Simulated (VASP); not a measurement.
A run of VASP 6.6.1 is set up as follows.

INCAR

```
PREC = Accurate
ENCUT = 520
EDIFF = 1E-7
ISMEAR = -1
SIGMA = 0.05
LREAL = False
LASPH = True
NELM = 60
ALGO = Normal
ISIF = 2
LWAVE = False
LCHARG = False
NBANDS = 17
```

File KPOINTS:

```
regular mesh
0
Gamma
  10 10 5
```

The input POSCAR:

```
Hf
1.0
    3.2593963094      0.0000000000      0.0000000000
   -1.6296981547      2.8227200050      0.0000000000
    0.0000000000      0.0000000000      5.1569977332
Hf
2
Direct
    0.6666666667      0.3333333333      0.7500000000
    0.3333333333      0.6666666667      0.2500000000
```

Potentials or basis: VASP PAW LDA potentials, release 64 (Hf_pv).

Launch:

```console
$ cat potpaw_LDA.64/Hf_pv/POTCAR > POTCAR
$ mpirun -np 1 vasp_std > vasp.out
```

Estimate the band gap on the k mesh.

zero (band 10 reaches 5.47 eV, above the bottom of band 11 at 4.08 eV).

Predict the pressure.

-12.7 GPa.

Stress tensor (GPa, compression positive):
```
-12.41   0.00   0.00
  0.00 -12.41   0.00
  0.00   0.00 -13.15
```

Caveat: spin-orbit coupling is left out, which moves the levels of the heavy elements.
